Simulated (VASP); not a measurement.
Wanted: the native input for a VASP 6.6.1 run.

```yaml
Task: single point
Functional: PBE
Potentials_or_basis: VASP PAW PBE potentials, release 64 (Mg, H)
Cutoff: 600 eV
k_mesh: 5 × 6 × 3
Occupations: gaussian, width 0.15 eV
Spin: no spin polarisation
Dipole_correction: no
Further_INCAR_settings: ALGO = Normal; EDIFF = 1e-06; NBANDS = 9
```

The structure of MgH2 lies in POSCAR:

```
MgH2
1.0
    2.9417414521      0.0000000000      0.3777756089
    0.0000000000      2.5633650671      0.0000000000
   -0.7656075423      0.0000000000      4.7442617738
Mg H
1 2
Direct
    0.0896181968      0.0000000000      0.3652861228
    0.0975035563      0.0000000000      0.8632259930
    0.0972261869      0.5000000000      0.8626876142
```

The input as run:

INCAR

```
SYSTEM = MgH2
  PREC = Accurate
  ENCUT = 600
  EDIFF = 1E-6
  ISMEAR = 0
  SIGMA = 0.15
  LREAL = .FALSE.
  LASPH = .TRUE.
  NELM = 120
  ALGO = Normal
  ISIF = 2
  LWAVE = .FALSE.
  LCHARG = .TRUE.
  GGA = PE
  LELF = .TRUE.
  LVHAR = .TRUE.
  NBANDS = 9
  GGA_COMPAT = .FALSE.
```

KPOINTS

```
regular mesh
0
G
  5 6 3
  0 0 0
```

Potentials or basis: VASP PAW PBE potentials, release 64 (Mg, H).

Command:

```bash
$ cat potpaw_PBE.64/Mg/POTCAR potpaw_PBE.64/H/POTCAR > POTCAR
$ mpirun -np 1 vasp_std > vasp.out
```

Results of the run:

- Pressure: 0.0 GPa
- Largest force: 0.006 eV/Å
- Band gap on the k mesh: zero (band 2 reaches 1.84 eV, above the bottom of band 3 at 1.39 eV)

Caveat: the k points lie up to 0.44 Å⁻¹ apart.

Wall time 9.8 s on 1 thread of Intel(R) Xeon(R) Platinum 8488C (Sapphire Rapids), with other jobs on the host, peak memory 0.15 GiB.
